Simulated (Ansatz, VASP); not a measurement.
## C in VASP and in Ansatz

INCAR

```
ALGO = Normal
EDIFF = 1E-6
ENCUT = 600
GGA_COMPAT = False
ISIF = 2
ISMEAR = 0
LASPH = True
LCHARG = False
LREAL = False
LWAVE = False
NBANDS = 11
NELM = 120
PREC = Accurate
SIGMA = 0.1
```

KPOINTS

```
k-points
0
Gamma
  8 8 8
```

File POSCAR:

```
C
1.0
    0.0000000000      1.7800000000      1.7800000000
    1.7800000000      0.0000000000      1.7800000000
    1.7800000000      1.7800000000      0.0000000000
C
2
Direct
    0.0000000000      0.0000000000      0.0000000000
    0.2500000000      0.2500000000      0.2500000000
```

Input for Ansatz:

```yaml
crystal:
  lattice:
    - [0.0, 1.78, 1.78]
    - [1.78, 0.0, 1.78]
    - [1.78, 1.78, 0.0]
  atoms:
    - { symbol: C, position: [0.0, 0.0, 0.0] }
    - { symbol: C, position: [0.25, 0.25, 0.25] }
basis:
  ecutwfc: 420
kpoints:
  mp_grid: { grid: [8, 8, 8] }
hamiltonian:
  xc: lda
  pseudopotentials: { kind: paw, azcp: { folder: soft_1 } }
scf:
  occupations: { method: gaussian, width: 0.1 }
output:
  forces: true
  stress: true
  eigenvalues: true
```

Alike in both runs: task single point; functional LDA; k mesh 8 × 8 × 8; occupations gaussian, width 0.1 eV; no spin polarisation.

```csv
,VASP,Ansatz
version,VASP 6.6.1,Ansatz 0.2.0
potentials or method,"VASP PAW LDA potentials, release 64 (C), cutoff 600 eV","scalar-relativistic, plane waves, PAW"
valence electrons in the cell,8,8
```

VASP gave:

| Property | Result |
| --- | --- |
| gap on the k mesh at the Fermi level (eV) | 4.11 |
| least direct gap on the mesh (eV) | 5.56 |
| pressure (GPa) | -9.9 |

Task: What did Ansatz give for the same quantities?

Result: gap on the k mesh at the Fermi level (eV): 4.12; least direct gap on the mesh (eV): 5.56; pressure (GPa): -10.8.

Ansatz warns that its potentials were made for another functional, while VASP's fit it. LDA's correlation is that of Perdew and Zunger in VASP and of Perdew and Wang (1992) in Ansatz.
